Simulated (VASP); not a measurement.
# Mo (Pm-3m) in VASP: a series of runs

Runs on Mo. Level: PBE. Tasks: single point.

Everything below comes from runs of VASP 6.6.1. Logs are shortened: lines on timing, memory, paths and dates and some standing lists are left out, and cuts for length are marked.

### Step 1. The cell of the first run

Symmetry: Pm-3m, No. 221, cubic system. Conventional cell: a = 2.429 Å, b = 2.429 Å, c = 2.429 Å, α = 90.00°, β = 90.00°, γ = 90.00°. Within 3.2 Å of Mo (site symmetry m-3m) lie 6 Mo at 2.43 Å.

### Step 2. Single point, PBE

The input, INCAR:

```
PREC = Accurate
ENCUT = 500
EDIFF = 1E-6
ISMEAR = -1
SIGMA = 0.1
LREAL = F
LASPH = T
NELM = 120
ALGO = Normal
ISIF = 2
LWAVE = F
LCHARG = F
GGA = PE
NBANDS = 13
GGA_COMPAT = F
```

The input, KPOINTS:

```
Automatic mesh
0
Gamma
  10 10 10
```

The input, POSCAR:

```
Mo
1.0
    2.4285232612      0.0000000000      0.0000000000
    0.0000000000      2.4285232612      0.0000000000
    0.0000000000      0.0000000000      2.4285232612
Mo
1
Direct
    0.0000000000      0.0000000000      0.0000000000
```

Potentials or basis: VASP PAW PBE potentials, release 64 (Mo_sv).

Command:

```sh
cat potpaw_PBE.64/Mo_sv/POTCAR > POTCAR
mpirun -np 1 vasp_std > vasp.out
```

OUTCAR:

```text
PREC = Accurate
   ENCUT = 500
   EDIFF = 1E-6
   ISMEAR = -1
   LREAL = F
   LASPH = T
   NELM = 120
   ISIF = 2
   GGA = PE

 ion  position               nearest neighbor table
   1  0.000  0.000  0.000-

  LATTYP: Found a simple cubic cell.
 ALAT       =     2.4285232612

  Lattice vectors:

 A1 = (   2.4285232612,   0.0000000000,   0.0000000000)
 A2 = (   0.0000000000,   2.4285232612,   0.0000000000)
 A3 = (   0.0000000000,   0.0000000000,   2.4285232612)

Analysis of symmetry for initial positions (statically):
=====================================================================
 Subroutine PRICEL returns:
 Original cell was already a primitive cell.

 Routine SETGRP: Setting up the symmetry group for a
 simple cubic supercell.

 Subroutine GETGRP returns: Found 48 space group operations
 (whereof 48 operations were pure point group operations)
 out of a pool of 48 trial point group operations.

The static configuration has the point symmetry O_h .

Analysis of symmetry for dynamics (positions and initial velocities):
=====================================================================
 Subroutine PRICEL returns:
 Original cell was already a primitive cell.

 Routine SETGRP: Setting up the symmetry group for a
 simple cubic supercell.

 Subroutine GETGRP returns: Found 48 space group operations
 (whereof 48 operations were pure point group operations)
 out of a pool of 48 trial point group operations.

The dynamic configuration has the point symmetry O_h .

 Subroutine INISYM returns: Found 48 space group operations
 (whereof 48 operations are pure point group operations),
 and found     1 'primitive' translations

----------------------------------------------------------------------------------------

                                     Primitive cell

  volume of cell :      14.3228

  direct lattice vectors                    reciprocal lattice vectors
     2.428523261  0.000000000  0.000000000     0.411772873  0.000000000  0.000000000
     0.000000000  2.428523261  0.000000000     0.000000000  0.411772873  0.000000000
     0.000000000  0.000000000  2.428523261     0.000000000  0.000000000  0.411772873

  length of vectors
     2.428523261  2.428523261  2.428523261     0.411772873  0.411772873  0.411772873

  position of ions in fractional coordinates (direct lattice)
     0.000000000  0.000000000  0.000000000

  ion indices of the primitive-cell ions
   primitive index   ion index
                 1           1

----------------------------------------------------------------------------------------

 KPOINTS: Automatic mesh

Automatic generation of k-mesh.
 Grid dimensions read from file:
 generate k-points for:   10   10   10

 Generating k-lattice:

  Cartesian coordinates                     Fractional coordinates (reciprocal lattice)
     0.041177287  0.000000000  0.000000000     0.100000000  0.000000000  0.000000000
     0.000000000  0.041177287  0.000000000     0.000000000  0.100000000  0.000000000
     0.000000000  0.000000000  0.041177287     0.000000000  0.000000000  0.100000000

  Length of vectors
     0.041177287  0.041177287  0.041177287

  Shift w.r.t. Gamma in fractional coordinates (k-lattice)
     0.000000000  0.000000000  0.000000000

 Subroutine IBZKPT returns following result:
 ===========================================

 Found     56 irreducible k-points:

 Following reciprocal coordinates:
            Coordinates               Weight
  0.000000  0.000000  0.000000      1.000000
  0.100000  0.000000  0.000000      6.000000
  0.200000  0.000000  0.000000      6.000000
  0.300000  0.000000  0.000000      6.000000
  0.400000  0.000000  0.000000      6.000000
  0.500000  0.000000  0.000000      3.000000
[... 16 lines left out ...]
  0.200000  0.100000  0.100000     24.000000
  0.300000  0.100000  0.100000     24.000000
 [... further k-points ...]
   k-points           NKPTS =     56   k-points in BZ     NKDIM =     56   number of bands    NBANDS=     13
   number of dos      NEDOS =    301   number of ions     NIONS =      1
   total plane-waves  NPLWV =   5832
   dimension x,y,z NGX =    18 NGY =   18 NGZ =   18
   dimension x,y,z NGXF=    36 NGYF=   36 NGZF=   36
   ions per type =               1
   NGX,Y,Z   is equivalent  to a cutoff of  12.32, 12.32, 12.32 a.u.
   NGXF,Y,Z  is equivalent  to a cutoff of  24.64, 24.64, 24.64 a.u.
 SYSTEM =  unknown system
   PREC   = accura    normal or accurate (medium, high low for compatibility)
   ISTART =      0    job   : 0-new  1-cont  2-samecut
   ICHARG =      2    charge: 1-file 2-atom 10-const
   ISPIN  =      1    spin polarized calculation?
   LNONCOLLINEAR =      F non collinear calculations
   LSORBIT =      F    spin-orbit coupling
   LASPH  =      T    aspherical Exc in radial PAW
   ENCUT  =  500.0 eV  36.75 Ry    6.06 a.u.   4.43  4.43  4.43*2*pi/ulx,y,z
   NELM   =    120;   NELMIN=  2; NELMDL= -5     # of ELM steps
   EDIFF  = 0.1E-05   stopping-criterion for ELM
   LREAL  =      F    real-space projection
   EDIFFG = 0.1E-04   stopping-criterion for IOM
   NSW    =      0    number of steps for IOM
   IBRION =     -1    ionic relax: 0-MD 1-quasi-New 2-CG
   NFREE  =      0    steps in history (QN), initial steepest desc. (CG)
   ISIF   =      2    stress and relaxation
   ISYM   =      2    0-nonsym 1-usesym 2-fastsym
   POTIM  = 0.5000    time-step for ionic-motion
   TEBEG  =    0.0;   TEEND  =   0.0 temperature during run
   PSTRESS=    0.0 pullay stress
   NELECT =      14.0000    total number of electrons
   NUPDOWN=      -1.0000    fix difference up-down
   EMIN   =  10.00;   EMAX   =-10.00  energy-range for DOS
   EFERMI =   0.00;   METHOD = LEGACY
   ISMEAR =    -1;   SIGMA  =   0.10  broadening in eV -4-tet -1-fermi 0-gaus
   EFERMI_NEDOS =   21; number of points for ismear=-14 and -15
   IALGO  =     38    algorithm
   IMIX   =      4    mixing-type and parameters
     AMIX     =   0.40;   BMIX     =  1.00
     AMIX_MAG =   1.60;   BMIX_MAG =  1.00
  volume/ion in A,a.u.               =      14.32        96.65
  Fermi-wavevector in a.u.,A,eV,Ry     =   1.624708  3.070252 35.914961  2.639675
  Thomas-Fermi vector in A             =   2.717950
   LORBIT       =      0    0 simple, 1 ext, 2 COOP (PROOUT), +10 PAW based schemes
   GGA     = PE    functional components
   LHFCALC =     F    Hartree Fock is set to
   AEXX    =    0.0000 exact exchange contribution
   IVDW    =     0    specifies the selected vdW correction
   LEPSILON=     F    determine dielectric tensor
   LRPA    =     F    only Hartree local field effects (RPA)
 non-spin polarized calculation
  energy-cutoff  :      500.00
  volume of cell :       14.32
 maximum number of plane-waves:       374
 NGX is ok and might be reduce to    18
   NGX =  9   NGY =  9   NGZ =  9

 number of electron      14.0000000 magnetization

 Free energy of the ion-electron system (eV)
  ---------------------------------------------------
  ext. energy  EPLUGINS =         0.00000000
  ---------------------------------------------------
  free energy    TOTEN  =        -9.26504292 eV

  energy without entropy =       -9.22268770  energy(sigma->0) =       -9.24386531

 E-fermi :  13.9487     XC(G=0): -13.7365

 val. band max:       13.9468053943   @ k =   0.5000   0.3000   0.2000
 cond. band min:      13.9698105258   @ k =   0.4000   0.0000   0.0000
 fundamental gap:      0.0230051315
 Fermi energy:        13.9486671009

 k-point     1 :       0.0000    0.0000    0.0000
  band No.  band energies     occupation
      1     -47.4019      2.00000
      2     -20.0509      2.00000
      3     -20.0509      2.00000
      4     -20.0509      2.00000
      5       6.8325      2.00000
      6       8.5378      2.00000
      7       8.5378      2.00000
      8      18.9724      0.00000
      9      18.9724      0.00000
     10      18.9724      0.00000
     11      31.2434      0.00000
     12      31.2434      0.00000
     13      31.2434      0.00000

 k-point     2 :       0.1000    0.0000    0.0000
  band No.  band energies     occupation
      1     -47.3640      2.00000
      2     -20.3297      2.00000
      3     -20.0269      2.00000
      4     -20.0269      2.00000
      5       7.1844      2.00000
      6       8.6365      2.00000
      7       9.0454      2.00000
      8      18.3829      0.00000
      9      18.3829      0.00000
     10      19.0150      0.00000
     11      29.6922      0.00000
     12      32.0081      0.00000
     13      32.0081      0.00000

 k-point     3 :       0.2000    0.0000    0.0000
  band No.  band energies     occupation
      1     -47.2634      2.00000
      2     -21.0253      2.00000
      3     -19.9637      2.00000
      4     -19.9637      2.00000
      5       7.9404      2.00000
      6       8.9059      2.00000
      7      10.5977      2.00000
      8      17.0894      0.00000
      9      17.0894      0.00000
     10      19.1284      0.00000
     11      27.0932      0.00000
     12      33.3262      0.00000
     13      33.7447      0.00000

 k-point     4 :       0.3000    0.0000    0.0000
  band No.  band energies     occupation
      1     -47.1359      2.00000
      2     -21.8281      2.00000
      3     -19.8846      2.00000
      4     -19.8846      2.00000
      5       8.8371      2.00000
      6       9.2639      2.00000
      7      12.6337      2.00000
      8      15.7942      0.00000
      9      15.7942      0.00000
     10      19.2722      0.00000
     11      25.2503      0.00000
     12      30.7234      0.00000
     13      35.6293      0.00000

 k-point     5 :       0.4000    0.0000    0.0000
  band No.  band energies     occupation
      1     -47.0302      2.00000
      2     -22.4401      2.00000
      3     -19.8197      2.00000
      4     -19.8197      2.00000
      5       9.5777      2.00000
      6       9.7098      2.00000
      7      13.9698      0.89467
      8      14.8979      0.00015
      9      14.8979      0.00015
     10      19.3916      0.00000
     11      25.0982      0.00000
     12      29.0508      0.00000
     13      36.6770      0.00000

 k-point     6 :       0.5000    0.0000    0.0000
  band No.  band energies     occupation
      1     -46.9891      2.00000
      2     -22.6662      2.00000
      3     -19.7948      2.00000
      4     -19.7948      2.00000
      5       9.7043      2.00000
      6      10.1219      2.00000
      7      14.2497      0.09396
      8      14.5817      0.00356
      9      14.5817      0.00356
     10      19.4380      0.00000
     11      25.7375      0.00000
     12      28.4696      0.00000
     13      34.8867      0.00000

 k-point     7 :       0.1000    0.1000    0.0000
  band No.  band energies     occupation
      1     -47.3263      2.00000
      2     -20.3176      2.00000
      3     -20.2902      2.00000
      4     -20.0031      2.00000
      5       7.5434      2.00000
      6       8.9596      2.00000
      7       9.3058      2.00000
      8      17.7653      0.00000
      9      18.3186      0.00000
     10      18.5534      0.00000
     11      30.3486      0.00000
     12      30.4190      0.00000
     13      32.7890      0.00000
[... 193 lines left out ...]
 k-point    20 :       0.5000    0.4000    0.0000
  band No.  band energies     occupation
      1     -46.6330      2.00000
      2     -22.2943      2.00000
      3     -22.0390      2.00000
      4     -19.5785      2.00000
      5       7.2388      2.00000
      6      11.1456      2.00000
      7      15.4004      0.00000
      8      15.7940      0.00000
      9      18.8079      0.00000
     10      20.5663      0.00000
     11      23.3140      0.00000
     12      30.7183      0.00000
     13      33.5280      0.00000

 k-point    21 :       0.5000    0.5000    0.0000
  band No.  band energies     occupation
      1     -46.5938      2.00000
      2     -22.2534      2.00000
      3     -22.2534      2.00000
      4     -19.5551      2.00000
      5       6.8554      2.00000
      6      11.3074      2.00000
      7      15.4965      0.00000
      8      15.4965      0.00000
      9      20.9996      0.00000
     10      20.9996      0.00000
     11      21.9763      0.00000
     12      30.1739      0.00000
     13      34.8353      0.00000

 k-point    22 :       0.1000    0.1000    0.1000
  band No.  band energies     occupation
      1     -47.2887      2.00000
      2     -20.3050      2.00000
      3     -20.2650      2.00000
      4     -20.2650      2.00000
      5       7.9334      2.00000
      6       9.4011      2.00000
      7       9.4011      2.00000
      8      17.6789      0.00000
      9      17.9024      0.00000
     10      17.9024      0.00000
     11      30.8199      0.00000
     12      31.2152      0.00000
     13      31.2152      0.00000

 k-point    23 :       0.2000    0.1000    0.1000
  band No.  band energies     occupation
      1     -47.1889      2.00000
      2     -20.9670      2.00000
      3     -20.2221      2.00000
      4     -20.1984      2.00000
      5       8.6818      2.00000
      6       9.6635      2.00000
      7      10.8291      2.00000
      8      16.4933      0.00000
      9      16.6156      0.00000
     10      17.9981      0.00000
     11      28.4175      0.00000
     12      32.1797      0.00000
     13      32.5239      0.00000

 k-point    24 :       0.3000    0.1000    0.1000
  band No.  band energies     occupation
      1     -47.0623      2.00000
      2     -21.7607      2.00000
      3     -20.1371      2.00000
      4     -20.1150      2.00000
      5       9.5079      2.00000
      6      10.0205      2.00000
      7      12.2930      2.00000
      8      15.0863      0.00002
      9      16.1950      0.00000
     10      18.1868      0.00000
     11      26.3094      0.00000
     12      31.6385      0.00000
     13      33.4140      0.00000

 [... further k-points ...]
[... 5 lines left out ...]
  --------------------------------------------------------------------------------------
  -------------------------------------------------------------------------------------
  Total        5.4871627      5.4871627      5.4871627      0.0000000     -0.0000000      0.0000000
  in kB      613.8066844    613.8066844    613.8066844      0.0000000     -0.0000000      0.0000000
  external PRESSURE =     613.8066844 kB  Pullay stress =       0.0000000 kB

 VOLUME and BASIS-vectors are now :
 -----------------------------------------------------------------------------
  energy-cutoff  :      500.00
  volume of cell :       14.32
      direct lattice vectors                 reciprocal lattice vectors
     2.428523261  0.000000000  0.000000000     0.411772873  0.000000000  0.000000000
     0.000000000  2.428523261  0.000000000     0.000000000  0.411772873  0.000000000
     0.000000000  0.000000000  2.428523261     0.000000000  0.000000000  0.411772873

 POSITION                                       TOTAL-FORCE (eV/Angst)
 -----------------------------------------------------------------------------------
      0.00000      0.00000      0.00000         0.000000      0.000000      0.000000
 -----------------------------------------------------------------------------------
    total drift:                               -0.000000      0.000000      0.000000

  FREE ENERGIE OF THE ION-ELECTRON SYSTEM (eV)
  ---------------------------------------------------
  free  energy   TOTEN  =        -9.2650429186 eV

  energy  without entropy=       -9.2226877013  energy(sigma->0) =       -9.24386531
```

It took 4.2 s on 1 thread of Intel Xeon 6975P-C (Granite Rapids), shared host; peak memory 0.12 GiB.

What came out:

```
Free energy            : -9.2650 eV
Pressure               : 61.4 GPa
Band gap on the k mesh : zero (band 7 reaches 15.64 eV, above the bottom of band 8 at 12.96 eV)
```

(Continued in part 2 of 2.)
